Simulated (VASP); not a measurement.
# SiC (ke600) (F-43m) in VASP: further runs

The runs below take SiC (ke600) through single point, relaxation of cell and atoms, with LDA.

All numbers are computed with VASP 6.6.1; they aren't measurements. Logs are shortened: lines on timing, memory, paths and dates and some standing lists are left out, and cuts for length are marked.

## (1) The cell of the first run

The structure is cubic, space group F-43m (No. 216). Conventional cell: a = 4.354 Å, b = 4.354 Å, c = 4.354 Å, α = 90.00°, β = 90.00°, γ = 90.00°. Within 2.5 Å of Si (site symmetry -43m) lie 4 C at 1.89 Å. Within 2.5 Å of C (site symmetry -43m) lie 4 Si at 1.89 Å.

## (2) Single point, LDA

INCAR reads:

```
PREC = Accurate
ENCUT = 520
EDIFF = 1E-6
ISMEAR = 0
SIGMA = 0.1
LREAL = False
LASPH = True
NELM = 60
ALGO = Normal
ISIF = 2
LWAVE = False
LCHARG = True
LELF = True
LVHAR = True
NBANDS = 11
```

KPOINTS reads:

```
regular mesh
0
Gamma
  8 8 8
```

POSCAR reads:

```
SiC
1.0
    0.0000000000      2.1769966200      2.1769966200
    2.1769966200      0.0000000000      2.1769966200
    2.1769966200      2.1769966200      0.0000000000
Si C
1 1
Direct
    0.7500000000      0.7500000000      0.7500000000
    0.0000000000      0.0000000000      0.0000000000
```

Potentials or basis: VASP PAW LDA potentials, release 64 (Si, C).

Launch:

```
$ cat potpaw_LDA.64/Si/POTCAR potpaw_LDA.64/C/POTCAR > POTCAR
$ mpirun -np 1 vasp_std > vasp.out
```

OUTCAR:

```text
PREC = Accurate
   ENCUT = 520
   EDIFF = 1E-6
   ISMEAR = 0
   LREAL = False
   LASPH = True
   NELM = 60
   ISIF = 2

 ion  position               nearest neighbor table
   1  0.750  0.750  0.750-   2 1.89   2 1.89   2 1.89   2 1.89
   2  0.000  0.000  0.000-   1 1.89   1 1.89   1 1.89   1 1.89

  LATTYP: Found a face centered cubic cell.
 ALAT       =     4.3539932400

  Lattice vectors:

 A1 = (   0.0000000000,   2.1769966200,   2.1769966200)
 A2 = (   2.1769966200,   0.0000000000,   2.1769966200)
 A3 = (   2.1769966200,   2.1769966200,   0.0000000000)

Analysis of symmetry for initial positions (statically):
=====================================================================
 Subroutine PRICEL returns:
 Original cell was already a primitive cell.

 Routine SETGRP: Setting up the symmetry group for a
 face centered cubic supercell.

 Subroutine GETGRP returns: Found 24 space group operations
 (whereof 24 operations were pure point group operations)
 out of a pool of 48 trial point group operations.

The static configuration has the point symmetry T_d .

Analysis of symmetry for dynamics (positions and initial velocities):
=====================================================================
 Subroutine PRICEL returns:
 Original cell was already a primitive cell.

 Routine SETGRP: Setting up the symmetry group for a
 face centered cubic supercell.

 Subroutine GETGRP returns: Found 24 space group operations
 (whereof 24 operations were pure point group operations)
 out of a pool of 48 trial point group operations.

The dynamic configuration has the point symmetry T_d .

 Subroutine INISYM returns: Found 24 space group operations
 (whereof 24 operations are pure point group operations),
 and found     1 'primitive' translations

----------------------------------------------------------------------------------------

                                     Primitive cell

  volume of cell :      20.6349

  direct lattice vectors                    reciprocal lattice vectors
     0.000000000  2.176996620  2.176996620    -0.229674220  0.229674220  0.229674220
     2.176996620  0.000000000  2.176996620     0.229674220 -0.229674220  0.229674220
     2.176996620  2.176996620  0.000000000     0.229674220  0.229674220 -0.229674220

  length of vectors
     3.078738145  3.078738145  3.078738145     0.397807418  0.397807418  0.397807418

  position of ions in fractional coordinates (direct lattice)
     0.750000000  0.750000000  0.750000000
     0.000000000  0.000000000  0.000000000

  ion indices of the primitive-cell ions
   primitive index   ion index
                 1           1
                 2           2

----------------------------------------------------------------------------------------

 KPOINTS: regular mesh

Automatic generation of k-mesh.
 Grid dimensions read from file:
 generate k-points for:    8    8    8

 Generating k-lattice:

  Cartesian coordinates                     Fractional coordinates (reciprocal lattice)
    -0.028709277  0.028709277  0.028709277     0.125000000  0.000000000  0.000000000
     0.028709277 -0.028709277  0.028709277     0.000000000  0.125000000  0.000000000
     0.028709277  0.028709277 -0.028709277     0.000000000  0.000000000  0.125000000

  Length of vectors
     0.049725927  0.049725927  0.049725927

  Shift w.r.t. Gamma in fractional coordinates (k-lattice)
     0.000000000  0.000000000  0.000000000

 Subroutine IBZKPT returns following result:
 ===========================================

 Found     29 irreducible k-points:

 Following reciprocal coordinates:
            Coordinates               Weight
  0.000000  0.000000  0.000000      1.000000
  0.125000  0.000000  0.000000      8.000000
  0.250000  0.000000  0.000000      8.000000
  0.375000  0.000000  0.000000      8.000000
  0.500000  0.000000  0.000000      4.000000
  0.125000  0.125000  0.000000      6.000000
[... 16 lines left out ...]
  0.500000  0.250000  0.125000     48.000000
 -0.375000  0.250000  0.125000     24.000000
 [... further k-points ...]
   k-points           NKPTS =     29   k-points in BZ     NKDIM =     29   number of bands    NBANDS=     11
   number of dos      NEDOS =    301   number of ions     NIONS =      2
   total plane-waves  NPLWV =  13824
   dimension x,y,z NGX =    24 NGY =   24 NGZ =   24
   dimension x,y,z NGXF=    48 NGYF=   48 NGZF=   48
   ions per type =               1   1
   NGX,Y,Z   is equivalent  to a cutoff of  12.96, 12.96, 12.96 a.u.
   NGXF,Y,Z  is equivalent  to a cutoff of  25.92, 25.92, 25.92 a.u.
 SYSTEM =  unknown system
   PREC   = accura    normal or accurate (medium, high low for compatibility)
   ISTART =      0    job   : 0-new  1-cont  2-samecut
   ICHARG =      2    charge: 1-file 2-atom 10-const
   ISPIN  =      1    spin polarized calculation?
   LNONCOLLINEAR =      F non collinear calculations
   LSORBIT =      F    spin-orbit coupling
   LASPH  =      T    aspherical Exc in radial PAW
   ENCUT  =  520.0 eV  38.22 Ry    6.18 a.u.   5.72  5.72  5.72*2*pi/ulx,y,z
   NELM   =     60;   NELMIN=  2; NELMDL= -5     # of ELM steps
   EDIFF  = 0.1E-05   stopping-criterion for ELM
   LREAL  =      F    real-space projection
   EDIFFG = 0.1E-04   stopping-criterion for IOM
   NSW    =      0    number of steps for IOM
   IBRION =     -1    ionic relax: 0-MD 1-quasi-New 2-CG
   NFREE  =      0    steps in history (QN), initial steepest desc. (CG)
   ISIF   =      2    stress and relaxation
   ISYM   =      2    0-nonsym 1-usesym 2-fastsym
   POTIM  = 0.5000    time-step for ionic-motion
   TEBEG  =    0.0;   TEEND  =   0.0 temperature during run
   PSTRESS=    0.0 pullay stress
   NELECT =       8.0000    total number of electrons
   NUPDOWN=      -1.0000    fix difference up-down
   EMIN   =  10.00;   EMAX   =-10.00  energy-range for DOS
   EFERMI =   0.00;   METHOD = LEGACY
   ISMEAR =     0;   SIGMA  =   0.10  broadening in eV -4-tet -1-fermi 0-gaus
   EFERMI_NEDOS =   21; number of points for ismear=-14 and -15
   IALGO  =     38    algorithm
   IMIX   =      4    mixing-type and parameters
     AMIX     =   0.40;   BMIX     =  1.00
     AMIX_MAG =   1.60;   BMIX_MAG =  1.00
  volume/ion in A,a.u.               =      10.32        69.63
  Fermi-wavevector in a.u.,A,eV,Ry     =   1.193723  2.255810 19.387972  1.424976
  Thomas-Fermi vector in A             =   2.329731
   LORBIT       =      0    0 simple, 1 ext, 2 COOP (PROOUT), +10 PAW based schemes
   GGA     = CA    functional components
   LHFCALC =     F    Hartree Fock is set to
   AEXX    =    0.0000 exact exchange contribution
   IVDW    =     0    specifies the selected vdW correction
   LEPSILON=     F    determine dielectric tensor
   LRPA    =     F    only Hartree local field effects (RPA)
 non-spin polarized calculation
 Gauss-broadening in eV      SIGMA  =   0.10
  energy-cutoff  :      520.00
  volume of cell :       20.63
 maximum number of plane-waves:       568
   NGX = 11   NGY = 11   NGZ = 11

 number of electron       8.0000001 magnetization

 Free energy of the ion-electron system (eV)
  ---------------------------------------------------
  ext. energy  EPLUGINS =         0.00000000
  ---------------------------------------------------
  free energy    TOTEN  =       -16.63814479 eV

  energy without entropy =      -16.63814479  energy(sigma->0) =      -16.63814479

 E-fermi :   8.6286     XC(G=0): -11.5682

 val. band max:        8.0940918868   @ k =   0.0000   0.0000   0.0000
 cond. band min:       9.3953522374   @ k =   0.5000   0.5000   0.0000
 fundamental gap:      1.3012603506
 Fermi energy:         8.6285928657

 k-point     1 :       0.0000    0.0000    0.0000
  band No.  band energies     occupation
      1      -7.2438      2.00000
      2       8.0941      2.00000
      3       8.0941      2.00000
      4       8.0941      2.00000
      5      14.4181      0.00000
      6      15.3038      0.00000
      7      15.3038      0.00000
      8      15.3038      0.00000
      9      22.5686      0.00000
     10      22.5686      0.00000
     11      24.3060      0.00000

 k-point     2 :       0.1250    0.0000    0.0000
  band No.  band energies     occupation
      1      -6.9374      2.00000
      2       6.6230      2.00000
      3       7.8919      2.00000
      4       7.8919      2.00000
      5      14.5747      0.00000
      6      15.6545      0.00000
      7      15.6545      0.00000
      8      15.8758      0.00000
      9      21.3289      0.00000
     10      21.3289      0.00000
     11      23.9650      0.00000

 k-point     3 :       0.2500    0.0000    0.0000
  band No.  band energies     occupation
      1      -6.0399      2.00000
      2       3.8183      2.00000
      3       7.4854      2.00000
      4       7.4854      2.00000
      5      14.0600      0.00000
      6      15.9069      0.00000
      7      15.9069      0.00000
      8      17.3710      0.00000
      9      21.1442      0.00000
     10      21.1442      0.00000
     11      23.0695      0.00000

 k-point     4 :       0.3750    0.0000    0.0000
  band No.  band energies     occupation
      1      -4.6669      2.00000
      2       1.0641      2.00000
      3       7.1578      2.00000
      4       7.1578      2.00000
      5      13.6487      0.00000
      6      15.4851      0.00000
      7      15.4851      0.00000
      8      18.0033      0.00000
      9      23.1058      0.00000
     10      23.1058      0.00000
     11      23.4358      0.00000
[... 239 lines left out ...]
 k-point    22 :       0.3750    0.2500    0.1250
  band No.  band energies     occupation
      1      -5.2589      2.00000
      2       3.6486      2.00000
      3       5.2154      2.00000
      4       6.8165      2.00000
      5      13.3808      0.00000
      6      15.6425      0.00000
      7      16.4884      0.00000
      8      18.0561      0.00000
      9      20.2469      0.00000
     10      23.9695      0.00000
     11      27.4163      0.00000

 k-point    23 :       0.5000    0.2500    0.1250
  band No.  band energies     occupation
      1      -3.9367      2.00000
      2       1.5939      2.00000
      3       4.4851      2.00000
      4       6.1604      2.00000
      5      13.3184      0.00000
      6      15.6177      0.00000
      7      17.1976      0.00000
      8      18.4455      0.00000
      9      21.3497      0.00000
     10      24.4408      0.00000
     11      27.2977      0.00000

 k-point    24 :      -0.3750    0.2500    0.1250
  band No.  band energies     occupation
      1      -2.9548      2.00000
      2       0.2377      2.00000
      3       4.3799      2.00000
      4       5.8198      2.00000
      5      13.2583      0.00000
      6      15.3067      0.00000
      7      18.1439      0.00000
      8      18.9776      0.00000
      9      21.3777      0.00000
     10      24.1973      0.00000
     11      27.2600      0.00000

 [... further k-points ...]
[... 5 lines left out ...]
  --------------------------------------------------------------------------------------
  -------------------------------------------------------------------------------------
  Total       -0.4410068     -0.4410068     -0.4410068      0.0000000     -0.0000000     -0.0000000
  in kB      -34.2414829    -34.2414829    -34.2414829      0.0000000     -0.0000000     -0.0000000
  external PRESSURE =     -34.2414829 kB  Pullay stress =       0.0000000 kB

 VOLUME and BASIS-vectors are now :
 -----------------------------------------------------------------------------
  energy-cutoff  :      520.00
  volume of cell :       20.63
      direct lattice vectors                 reciprocal lattice vectors
     0.000000000  2.176996620  2.176996620    -0.229674220  0.229674220  0.229674220
     2.176996620  0.000000000  2.176996620     0.229674220 -0.229674220  0.229674220
     2.176996620  2.176996620  0.000000000     0.229674220  0.229674220 -0.229674220

 POSITION                                       TOTAL-FORCE (eV/Angst)
 -----------------------------------------------------------------------------------
      3.26549      3.26549      3.26549        -0.000000     -0.000000     -0.000000
      0.00000      0.00000      0.00000         0.000000      0.000000      0.000000
 -----------------------------------------------------------------------------------
    total drift:                                0.000000      0.000000      0.000000

  FREE ENERGIE OF THE ION-ELECTRON SYSTEM (eV)
  ---------------------------------------------------
  free  energy   TOTEN  =       -16.6381447942 eV

  energy  without entropy=      -16.6381447942  energy(sigma->0) =      -16.63814479
```

Run time: 7.7 s. Hardware: 1 thread of Intel Xeon Platinum 8259CL at 2.50GHz (Skylake/Cascade Lake), shared host; peak memory 0.12 GiB.

Results:

- Free energy: -16.6381 eV
- Pressure: -3.4 GPa
- Band gap on the k mesh: 1.30 eV, indirect (least direct gap 4.50 eV)

## (3) Single point, LDA

This run uses another cell than the first one, of 10.14 Å³/atom, 0.983 times its volume.

INCAR reads:

```
SYSTEM = SiC
ALGO = Normal
EDIFF = 1E-6
ENCUT = 520
GGA = CA
ISIF = 2
ISMEAR = 0
LASPH = .TRUE.
LCHARG = .FALSE.
LREAL = .FALSE.
LWAVE = .FALSE.
NBANDS = 11
NELM = 100
PREC = Accurate
SIGMA = 0.02
```

KPOINTS reads:

```
k-points
0
G
  10 10 10
  0 0 0
```

POSCAR reads:

```
SiC
1.0
    0.0000000000      2.1644927228      2.1644927228
    2.1644927228      0.0000000000      2.1644927228
    2.1644927228      2.1644927228      0.0000000000
Si C
1 1
Direct
    0.7500000000      0.7500000000      0.7500000000
    0.0000000000      0.0000000000      0.0000000000
```

Potentials or basis: VASP PAW LDA potentials, release 64 (Si, C).

Launch:

```
$ cat potpaw_LDA.64/Si/POTCAR potpaw_LDA.64/C/POTCAR > POTCAR
$ mpirun -np 1 vasp_std > vasp.out
```

It took 8.3 s on 1 thread of Intel Xeon Platinum 8259CL at 2.50GHz (Skylake/Cascade Lake), shared host; peak memory 0.13 GiB.

It converged, with:

```
Free energy            : -16.6425 eV
Pressure               : 0.4 GPa
Band gap on the k mesh : 1.29 eV, indirect (least direct gap 4.52 eV)
```

Levels at points of the mesh, in eV from the valence-band top:
```tsv
k point	band 2	band 3	band 4	band 5	band 6	band 7
(0.00, 0.00, 0.00)	0.00	0.00	0.00	6.53	7.33	7.33
(0.50, 0.00, 0.00)	-8.67	-1.06	-1.06	5.57	7.21	7.21
(0.50, 0.50, 0.00)	-7.88	-3.23	-3.23	1.29	4.26	14.06
```

A k mesh can miss the band edges. Expect the measured gap to be larger: semilocal functionals such as LDA lack the derivative discontinuity.

## (4) Relaxation of cell and atoms, LDA

INCAR reads:

```
SYSTEM = SiC
PREC = Accurate
ENCUT = 600
EDIFF = 1E-7
ISMEAR = 0
SIGMA = 0.02
LREAL = .False.
LASPH = .True.
NELM = 80
ALGO = Normal
ISIF = 3
LWAVE = .False.
LCHARG = .False.
IBRION = 2
NSW = 100
EDIFFG = -0.002
```

KPOINTS reads:

```
regular mesh
0
Gamma
  10 10 10
  0 0 0
```

POSCAR reads:

```
SiC
1.0
    0.0000000000      2.1769966200      2.1769966200
    2.1769966200      0.0000000000      2.1769966200
    2.1769966200      2.1769966200      0.0000000000
Si C
1 1
Direct
    0.7500000000      0.7500000000      0.7500000000
    0.0000000000      0.0000000000      0.0000000000
```

Launch:

```
$ cat potpaw_LDA.64/Si/POTCAR potpaw_LDA.64/C/POTCAR > POTCAR
$ mpirun -np 1 vasp_std > vasp.out
```

It took 40 s on 1 thread of Intel Xeon Platinum 8259CL at 2.50GHz (Skylake/Cascade Lake), shared host; peak memory 0.14 GiB.

It converged, with:

- Free energy: -16.6451 eV
- Relaxed volume: 10.15 Å³/atom
- Relaxed cell: a = 3.062 Å, b = 3.062 Å, c = 3.062 Å, α = 60.00°, β = 60.00°, γ = 60.00°
- Space group after relaxing (to 0.05 Å): F-43m (No. 216)
- Energy gained by relaxing: 1.9 meV/atom
- Ionic steps: 3
- Pressure after relaxing: 0.0 GPa
- Band gap on the k mesh: 1.29 eV, indirect (least direct gap 4.52 eV)

The path:
```csv
step,energy change (eV),largest force (eV/Å),pressure (GPa),volume (Å³)
1,0.0000,0.0000,-3.60,20.63
2,0.0007,0.0000,4.13,19.95
3,-0.0038,0.0000,-0.01,20.30
```

Final structure:
```cif
data_structure
_symmetry_space_group_name_H-M 'P 1'
_symmetry_Int_Tables_number 1
_cell_length_a 3.0622
_cell_length_b 3.0622
_cell_length_c 3.0622
_cell_angle_alpha 60.000
_cell_angle_beta 60.000
_cell_angle_gamma 60.000
_cell_volume 20.30
loop_
_atom_site_label
_atom_site_type_symbol
_atom_site_fract_x
_atom_site_fract_y
_atom_site_fract_z
_atom_site_occupancy
Si1 Si 0.75000 0.75000 0.75000 1
C1 C 0.00000 0.00000 0.00000 1
```

Levels at points of the mesh, in eV from the valence-band top:
```
           k point  band 1  band 2  band 3  band 4  band 5  band 6  band 7  band 8
(0.00, 0.00, 0.00)  -15.46    0.00    0.00    0.00    6.52    7.32    7.32    7.32
(0.50, 0.00, 0.00)  -11.77   -8.66   -1.06   -1.06    5.56    7.21    7.21   10.02
(0.50, 0.50, 0.00)  -10.27   -7.87   -3.23   -3.23    1.29    4.26   14.05   14.05
```

A k mesh can miss the band edges. LDA gaps usually lie below the measured ones, often by a third to a half.

## (5) Overview

| task | cell | k mesh | cutoff (eV) | smearing | gap on the mesh (eV) | pressure (GPa) |
| --- | --- | --- | --- | --- | --- | --- |
| single point | a = 3.079 Å, angles 60.0°, 2 atoms | 8 × 8 × 8 | 520 | gaussian 0.1 eV | 1.30 | -3.4 |
| single point | a = 3.061 Å, angles 60.0°, 2 atoms | 10 × 10 × 10 | 520 | gaussian 0.02 eV | 1.29 | 0.4 |
| relaxation of cell and atoms | relaxed from a = 3.079 Å, angles 60.0°, 2 atoms | 10 × 10 × 10 | 600 | gaussian 0.02 eV | 1.29 | 0.0 |

Alike in all rows: level LDA; potentials or basis VASP PAW LDA potentials, release 64 (Si, C); no spin polarisation.

Absolute energies hang on the potentials; compare differences alone.
